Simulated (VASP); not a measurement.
# Se (P6/mmm) in VASP: further runs

Se is run at these levels: PBE; tasks: single point, relaxation of cell and atoms.

Everything below comes from runs of VASP 6.6.1. Logs are shortened: lines on timing, memory, paths and dates and some standing lists are left out, and cuts for length are marked.

### Step 1. The cell of the first run

Symmetry: P6/mmm, No. 191, hexagonal system. The conventional cell has a = 4.097 Å, b = 4.097 Å, c = 4.262 Å, α = 90.00°, β = 90.00°, γ = 120.00°. Within 3.1 Å of Se (site symmetry -6m2) lie 3 Se at 2.37 Å.

The cell was generated, and may not be a known phase.

### Step 2. Single point, PBE

INCAR reads:

```
SYSTEM = Se
ALGO     = Normal         ! electronic algorithm
EDIFF    = 1E-6           ! SCF threshold, eV
ENCUT    = 520            ! plane-wave cutoff, eV
GGA      = PE             ! functional
ISIF     = 2              ! what is computed and relaxed
ISMEAR   = 0              ! smearing method
LASPH    = .TRUE.         ! aspherical terms in the spheres
LCHARG   = .FALSE.        ! write CHGCAR
LREAL    = .FALSE.        ! projectors in reciprocal space
LWAVE    = .FALSE.        ! write WAVECAR
NBANDS   = 13             ! bands
NELM     = 100            ! most SCF steps
PREC     = Accurate       ! precision mode
SIGMA    = 0.1            ! smearing width, eV
```

KPOINTS reads:

```
k-points
0
G
  6 6 4
  0 0 0
```

POSCAR reads:

```
Se
1.0
    4.0972913000      0.0000000000      0.0000000000
   -2.0486456500      3.5483583500      0.0000000000
    0.0000000000      0.0000000000      4.2616348300
Se
2
Direct
    0.3333333300      0.6666666700      0.0000000000
    0.6666666700      0.3333333300      0.0000000000
```

Potentials or basis: VASP PAW PBE potentials, release 64 (Se).

The run is started by

```sh
$ cat potpaw_PBE.64/Se/POTCAR > POTCAR
$ mpirun -np 1 vasp_std > vasp.out
```

OUTCAR:

```text
SYSTEM = Se
   EDIFF = 1E-6
   ENCUT = 520
   GGA = PE
   ISIF = 2
   ISMEAR = 0
   LASPH = .TRUE.
   LREAL = .FALSE.
   NELM = 100
   PREC = Accurate

 ion  position               nearest neighbor table
   1  0.333  0.667  0.000-   2 2.37   2 2.37   2 2.37
   2  0.667  0.333  0.000-   1 2.37   1 2.37   1 2.37

  LATTYP: Found a hexagonal cell.
 ALAT       =     4.0972913000
 C/A-ratio  =     1.0401102870

  Lattice vectors:

 A1 = (   4.0972913000,   0.0000000000,   0.0000000000)
 A2 = (  -2.0486456500,   3.5483583500,   0.0000000000)
 A3 = (   0.0000000000,   0.0000000000,   4.2616348300)

Analysis of symmetry for initial positions (statically):
=====================================================================
 Subroutine PRICEL returns:
 Original cell was already a primitive cell.

 Routine SETGRP: Setting up the symmetry group for a
 hexagonal supercell.

 Subroutine GETGRP returns: Found 24 space group operations
 (whereof 24 operations were pure point group operations)
 out of a pool of 24 trial point group operations.

The static configuration has the point symmetry D_6h.

Analysis of symmetry for dynamics (positions and initial velocities):
=====================================================================
 Subroutine PRICEL returns:
 Original cell was already a primitive cell.

 Routine SETGRP: Setting up the symmetry group for a
 hexagonal supercell.

 Subroutine GETGRP returns: Found 24 space group operations
 (whereof 24 operations were pure point group operations)
 out of a pool of 24 trial point group operations.

The dynamic configuration has the point symmetry D_6h.

 Subroutine INISYM returns: Found 24 space group operations
 (whereof 24 operations are pure point group operations),
 and found     1 'primitive' translations

----------------------------------------------------------------------------------------

                                     Primitive cell

  volume of cell :      61.9585

  direct lattice vectors                    reciprocal lattice vectors
     4.097291300  0.000000000  0.000000000     0.244063682  0.140910232  0.000000000
    -2.048645650  3.548358350  0.000000000     0.000000000  0.281820465  0.000000000
     0.000000000  0.000000000  4.261634830     0.000000000  0.000000000  0.234651733

  length of vectors
     4.097291300  4.097291298  4.261634830     0.281820465  0.281820465  0.234651733

  position of ions in fractional coordinates (direct lattice)
     0.333333330  0.666666670  0.000000000
     0.666666670  0.333333330  0.000000000

  ion indices of the primitive-cell ions
   primitive index   ion index
[... 82 lines left out ...]
   NUPDOWN=      -1.0000    fix difference up-down
   EMIN   =  10.00;   EMAX   =-10.00  energy-range for DOS
   EFERMI =   0.00;   METHOD = LEGACY
   ISMEAR =     0;   SIGMA  =   0.10  broadening in eV -4-tet -1-fermi 0-gaus
   EFERMI_NEDOS =   21; number of points for ismear=-14 and -15
   IALGO  =     38    algorithm
   IMIX   =      4    mixing-type and parameters
     AMIX     =   0.40;   BMIX     =  1.00
     AMIX_MAG =   1.60;   BMIX_MAG =  1.00
  volume/ion in A,a.u.               =      30.98       209.06
  Fermi-wavevector in a.u.,A,eV,Ry     =   0.947186  1.789921 12.206609  0.897160
  Thomas-Fermi vector in A             =   2.075255
   LORBIT       =      0    0 simple, 1 ext, 2 COOP (PROOUT), +10 PAW based schemes
   GGA     = PE    functional components
   LHFCALC =     F    Hartree Fock is set to
   AEXX    =    0.0000 exact exchange contribution
   IVDW    =     0    specifies the selected vdW correction
   LEPSILON=     F    determine dielectric tensor
   LRPA    =     F    only Hartree local field effects (RPA)
 non-spin polarized calculation
 Gauss-broadening in eV      SIGMA  =   0.10
  energy-cutoff  :      520.00
  volume of cell :       61.96
 maximum number of plane-waves:      1708
   NGX = 15   NGY = 15   NGZ = 15

 number of electron      11.9999995 magnetization

 Free energy of the ion-electron system (eV)
  ---------------------------------------------------
  ext. energy  EPLUGINS =         0.00000000
  ---------------------------------------------------
  free energy    TOTEN  =        -5.44852163 eV

  energy without entropy =       -5.43308277  energy(sigma->0) =       -5.44080220

 E-fermi :   2.3701     XC(G=0):  -7.9346

 val. band max:        2.3678699934   @ k =   0.1667   0.1667   0.0000
 cond. band min:       2.4312246246   @ k =   0.1667   0.0000   0.5000
 fundamental gap:      0.0633546311
 Fermi energy:         2.3700996298

 k-point     1 :       0.0000    0.0000    0.0000
  band No.  band energies     occupation
      1     -14.6893      2.00000
      2      -6.7152      2.00000
      3      -3.4258      2.00000
      4      -3.4258      2.00000
      5      -1.9766      2.00000
      6       2.2099      1.97653
      7       2.2099      1.97653
      8       3.9948      0.00000
      9       5.1997      0.00000
     10       8.9930      0.00000
     11      12.2369      0.00000
     12      12.2369      0.00000
     13      15.7120      0.00000
[... 306 lines left out ...]
  band No.  band energies     occupation
      1     -12.0627      2.00000
      2     -12.0627      2.00000
      3      -5.3146      2.00000
      4      -0.6222      2.00000
      5      -0.6222      2.00000
      6       2.2469      1.91859
      7       2.2469      1.91859
      8       6.1231      0.00000
      9       7.3970      0.00000
     10       8.9060      0.00000
     11      12.7191      0.00000
     12      12.7191      0.00000
     13      15.0252      0.00000

------------------------ aborting loop because EDIFF is reached ----------------------------------------

  FORCE on cell =-STRESS in cart. coord.  units (eV):
  Direction    XX          YY          ZZ          XY          YZ          ZX
  --------------------------------------------------------------------------------------
  -------------------------------------------------------------------------------------
  Total        7.8421569      7.8421569      0.0635115      0.0000000     -0.0000000      0.0000000
  in kB      202.7895453    202.7895450      1.6423381      0.0000000     -0.0000000      0.0000000
  external PRESSURE =     135.7404762 kB  Pullay stress =       0.0000000 kB

 VOLUME and BASIS-vectors are now :
 -----------------------------------------------------------------------------
  energy-cutoff  :      520.00
  volume of cell :       61.96
      direct lattice vectors                 reciprocal lattice vectors
     4.097291300  0.000000000  0.000000000     0.244063682  0.140910232  0.000000000
    -2.048645650  3.548358350  0.000000000     0.000000000  0.281820465  0.000000000
     0.000000000  0.000000000  4.261634830     0.000000000  0.000000000  0.234651733

 POSITION                                       TOTAL-FORCE (eV/Angst)
 -----------------------------------------------------------------------------------
     -0.00000      2.36557      0.00000         0.000000     -0.000000     -0.000000
      2.04865      1.18279      0.00000         0.000000      0.000000      0.000000
 -----------------------------------------------------------------------------------
    total drift:                               -0.000000      0.000000     -0.000000

  FREE ENERGIE OF THE ION-ELECTRON SYSTEM (eV)
  ---------------------------------------------------
  free  energy   TOTEN  =        -5.4485216330 eV

  energy  without entropy=       -5.4330827657  energy(sigma->0) =       -5.44080220
```

OSZICAR:

```text
N       E                     dE             d eps       ncg     rms          rms(c)
DAV:   1     0.596616721188E+02    0.59662E+02   -0.49579E+03   546   0.754E+02
DAV:   2    -0.159114625355E+01   -0.61253E+02   -0.58204E+02   721   0.136E+02
DAV:   3    -0.552147189594E+01   -0.39303E+01   -0.38975E+01   697   0.377E+01
DAV:   4    -0.555476368037E+01   -0.33292E-01   -0.33282E-01   664   0.408E+00
DAV:   5    -0.555504530519E+01   -0.28162E-03   -0.28162E-03   666   0.369E-01    0.829E+00
DAV:   6    -0.547056480572E+01    0.84480E-01   -0.72623E-02   651   0.113E+00    0.509E+00
DAV:   7    -0.544938998896E+01    0.21175E-01   -0.95414E-02   636   0.131E+00    0.434E-01
DAV:   8    -0.544841920207E+01    0.97079E-03   -0.34179E-03   581   0.326E-01    0.557E-02
DAV:   9    -0.544847639341E+01   -0.57191E-04   -0.20518E-04   681   0.831E-02    0.191E-02
DAV:  10    -0.544851556083E+01   -0.39167E-04   -0.32197E-05   576   0.330E-02    0.138E-02
DAV:  11    -0.544852173661E+01   -0.61758E-05   -0.58418E-06   626   0.134E-02    0.194E-03
DAV:  12    -0.544852163302E+01    0.10359E-06   -0.34421E-07   525   0.366E-03
   1 F= -.54485216E+01 E0= -.54408022E+01  d E =-.154389E-01
```

Run time: 6.5 s. Hardware: 1 thread of Intel Xeon 6975P-C (Granite Rapids), shared host; peak memory 0.16 GiB.

What came out:

| Quantity | Value |
| --- | --- |
| Free energy | -5.4485 eV |
| Pressure | 13.6 GPa |
| Band gap on the k mesh | zero (bands 6 and 7 overlap by 0.26 eV) |

Stress tensor (GPa, compression positive):
```
20.28  0.00  0.00
 0.00 20.28  0.00
 0.00  0.00  0.16
```

Levels at points of the mesh, in eV from the Fermi level:
| k point | band 2 | band 3 | band 4 | band 5 | band 6 | band 7 | band 8 | band 9 | band 10 | band 11 |
| --- | --- | --- | --- | --- | --- | --- | --- | --- | --- | --- |
| (0.00, 0.00, 0.00) | -9.09 | -5.80 | -5.80 | -4.35 | -0.16 | -0.16 | 1.62 | 2.83 | 6.62 | 9.87 |
| (0.50, 0.00, 0.00) | -13.50 | -6.83 | -3.70 | -2.84 | -1.16 | 3.06 | 4.19 | 5.44 | 5.47 | 8.26 |
| (0.00, 0.00, 0.50) | -9.01 | -5.74 | -5.74 | -5.48 | -0.04 | -0.04 | 0.99 | 6.88 | 7.67 | 8.16 |
| (0.50, 0.00, 0.50) | -13.42 | -6.76 | -3.84 | -3.56 | -2.15 | 3.14 | 4.25 | 5.61 | 6.41 | 7.19 |

Caveat: the k points lie up to 0.37 Å⁻¹ apart; this functional lacks dispersion, which binds layers or chains, so the pressure and a relaxed spacing across them are unreliable.

### Step 3. Single point, PBE

This run uses another cell than the first one, of 36.80 Å³/atom.

INCAR reads:

```
SYSTEM = Se
PREC = Accurate
ENCUT = 520
EDIFF = 1E-6
ISMEAR = 0
SIGMA = 0.1
LREAL = .FALSE.
LASPH = .TRUE.
NELM = 100
ALGO = Normal
ISIF = 2
LWAVE = .FALSE.
LCHARG = .TRUE.
GGA = PE
LELF = .TRUE.
LVHAR = .TRUE.
NBANDS = 13
```

KPOINTS reads:

```
Automatic mesh
0
G
  6 6 4
  0 0 0
```

POSCAR reads:

```
Se
1.0
    4.4584975091      0.0000000000      0.0000000000
   -2.2292487545      3.8611721056      0.0000000000
    0.0000000000      0.0000000000      4.2751604997
Se
2
Direct
    0.3333333333      0.6666666667      0.0000000000
    0.6666666667      0.3333333333      0.0000000000
```

Potentials or basis: VASP PAW PBE potentials, release 64 (Se).

The run is started by

```sh
$ cat potpaw_PBE.64/Se/POTCAR > POTCAR
$ mpirun -np 1 vasp_std > vasp.out
```

Run time: 7.7 s. Hardware: 1 thread of Intel Xeon 6975P-C (Granite Rapids), shared host; peak memory 0.19 GiB.

It converged, with:

```
Free energy            : -6.0442 eV
Pressure               : -0.1 GPa
Band gap on the k mesh : zero (bands 6 and 7 overlap by 0.96 eV)
```

Levels at points of the mesh, in eV from the Fermi level:
| k point | band 2 | band 3 | band 4 | band 5 | band 6 | band 7 | band 8 | band 9 | band 10 | band 11 |
| --- | --- | --- | --- | --- | --- | --- | --- | --- | --- | --- |
| (0.00, 0.00, 0.00) | -10.12 | -4.79 | -4.79 | -3.08 | -0.04 | -0.04 | 1.07 | 3.59 | 6.68 | 10.02 |
| (0.50, 0.00, 0.00) | -12.74 | -5.56 | -3.43 | -1.98 | -0.74 | 1.51 | 2.87 | 5.64 | 5.83 | 7.97 |
| (0.00, 0.00, 0.50) | -10.05 | -4.71 | -4.71 | -4.26 | 0.09 | 0.09 | 0.40 | 6.82 | 7.96 | 8.00 |
| (0.50, 0.00, 0.50) | -12.66 | -5.47 | -3.28 | -3.02 | -1.71 | 1.58 | 2.93 | 5.76 | 6.55 | 6.95 |

Caveat: the k points lie up to 0.37 Å⁻¹ apart, too coarse for converged energies and pressures of a metal; this functional lacks dispersion, which binds layers or chains, so the pressure and a relaxed spacing across them are unreliable.

[end of part 1 of 3]

The gap in the log of VASP goes by the Fermi energy; the results here count the filled bands.